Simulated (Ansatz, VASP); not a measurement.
# GaAs: VASP beside Ansatz

The input INCAR:

```
SYSTEM = GaAs
PREC = Accurate
ENCUT = 500
EDIFF = 1E-6
ISMEAR = 0
SIGMA = 0.02
LREAL = Auto
LASPH = .TRUE.
NELM = 120
ALGO = Normal
ISIF = 2
LWAVE = .FALSE.
LCHARG = .FALSE.
GGA = PS
NBANDS = 166
GGA_COMPAT = .FALSE.
```

Contents of KPOINTS:

```
Automatic mesh
0
G
  3 3 3
  0 0 0
```

The input POSCAR:

```
GaAs
1.0
    5.6579528202      5.6579528202     -5.6579528202
   -5.6579528202     -5.6579528202     -5.6579528202
   -5.6579528202      5.6579528202      5.6579528202
Ga As
16 16
Direct
    0.2500000000      0.0000000000      0.7500000000
    0.5000000000      0.7500000000      0.7500000000
    0.7500000000      0.5000000000      0.7500000000
    0.7500000000      0.0000000000      0.2500000000
    0.0000000000      1.0000000000      0.0000000000
    0.2500000000      0.7500000000      0.0000000000
    0.5000000000      0.5000000000      0.0000000000
    0.7500000000      0.2500000000      0.0000000000
    0.0000000000      0.2500000000      0.7500000000
    0.5000000000      0.0000000000      0.5000000000
    0.7500000000      0.7500000000      0.5000000000
    0.0000000000      0.7500000000      0.2500000000
    0.2500000000      0.5000000000      0.2500000000
    0.5000000000      0.2500000000      0.2500000000
    0.0000000000      0.5000000000      0.5000000000
    0.2500000000      0.2500000000      0.5000000000
    0.2500000000      0.0000000000      0.0000000000
    0.5000000000      0.7500000000      0.0000000000
    0.7500000000      0.5000000000      0.0000000000
    0.7500000000      0.0000000000      0.5000000000
    0.0000000000      0.0000000000      0.2500000000
    0.2500000000      0.7500000000      0.2500000000
    0.5000000000      0.5000000000      0.2500000000
    0.7500000000      0.2500000000      0.2500000000
    0.0000000000      0.2500000000      0.0000000000
    0.5000000000      0.0000000000      0.7500000000
    0.7500000000      0.7500000000      0.7500000000
    0.0000000000      0.7500000000      0.5000000000
    0.2500000000      0.5000000000      0.5000000000
    0.5000000000      0.2500000000      0.5000000000
    0.0000000000      0.5000000000      0.7500000000
    0.2500000000      0.2500000000      0.7500000000
```

Input for Ansatz:

```yaml
crystal:
  lattice:
    - [5.6579528202, 5.6579528202, -5.6579528202]
    - [-5.6579528202, -5.6579528202, -5.6579528202]
    - [-5.6579528202, 5.6579528202, 5.6579528202]
  atoms:
    - { symbol: Ga, position: [0.25, 0.0, 0.75] }
    - { symbol: Ga, position: [0.5, 0.75, 0.75] }
    - { symbol: Ga, position: [0.75, 0.5, 0.75] }
    - { symbol: Ga, position: [0.75, 0.0, 0.25] }
    - { symbol: Ga, position: [0.0, 1.0, 0.0] }
    - { symbol: Ga, position: [0.25, 0.75, 0.0] }
    - { symbol: Ga, position: [0.5, 0.5, 0.0] }
    - { symbol: Ga, position: [0.75, 0.25, 0.0] }
    - { symbol: Ga, position: [0.0, 0.25, 0.75] }
    - { symbol: Ga, position: [0.5, 0.0, 0.5] }
    - { symbol: Ga, position: [0.75, 0.75, 0.5] }
    - { symbol: Ga, position: [0.0, 0.75, 0.25] }
    - { symbol: Ga, position: [0.25, 0.5, 0.25] }
    - { symbol: Ga, position: [0.5, 0.25, 0.25] }
    - { symbol: Ga, position: [0.0, 0.5, 0.5] }
    - { symbol: Ga, position: [0.25, 0.25, 0.5] }
    - { symbol: As, position: [0.25, 0.0, 0.0] }
    - { symbol: As, position: [0.5, 0.75, 0.0] }
    - { symbol: As, position: [0.75, 0.5, 0.0] }
    - { symbol: As, position: [0.75, 0.0, 0.5] }
    - { symbol: As, position: [0.0, 0.0, 0.25] }
    - { symbol: As, position: [0.25, 0.75, 0.25] }
    - { symbol: As, position: [0.5, 0.5, 0.25] }
    - { symbol: As, position: [0.75, 0.25, 0.25] }
    - { symbol: As, position: [0.0, 0.25, 0.0] }
    - { symbol: As, position: [0.5, 0.0, 0.75] }
    - { symbol: As, position: [0.75, 0.75, 0.75] }
    - { symbol: As, position: [0.0, 0.75, 0.5] }
    - { symbol: As, position: [0.25, 0.5, 0.5] }
    - { symbol: As, position: [0.5, 0.25, 0.5] }
    - { symbol: As, position: [0.0, 0.5, 0.75] }
    - { symbol: As, position: [0.25, 0.25, 0.75] }
basis:
  ecutwfc: 420
  xc_grid: 2
kpoints:
  mp_grid: { grid: [3, 3, 3], shift: [0.0, 0.0, 0.0] }
hamiltonian:
  xc: pbesol
scf:
  occupations: { method: gaussian, width: 0.02 }
output:
  forces: true
  stress: true
  eigenvalues: true
  write_density: true
  write_potential: true
  elf: true
  volumetric_format: npy
```

Alike in both runs: task single point; functional PBEsol; k mesh 3 × 3 × 3; occupations gaussian, width 0.02 eV; no spin polarisation.

```csv
,VASP,Ansatz
version,VASP 6.6.1,Ansatz 0.2.0
potentials or method,"VASP PAW PBE potentials, release 64 (Ga_d, As), cutoff 500 eV","scalar-relativistic, plane waves, PAW"
valence electrons in the cell,288,448
```

Ansatz gave:

| Quantity | Value |
| --- | --- |
| gap on the k mesh at the Fermi level (eV) | 0.43 |
| least direct gap on the mesh (eV) | 0.43 |
| pressure (GPa) | 0.0 |

Question: Which values does VASP return?

Answer: gap on the k mesh at the Fermi level (eV): 0.44; least direct gap on the mesh (eV): 0.44; pressure (GPa): 0.2.

VASP's potentials were made for PBE, not for PBEsol. VASP's potentials hold 288 valence electrons a cell and Ansatz's 448, so a difference there can come from the potentials and not from the codes.
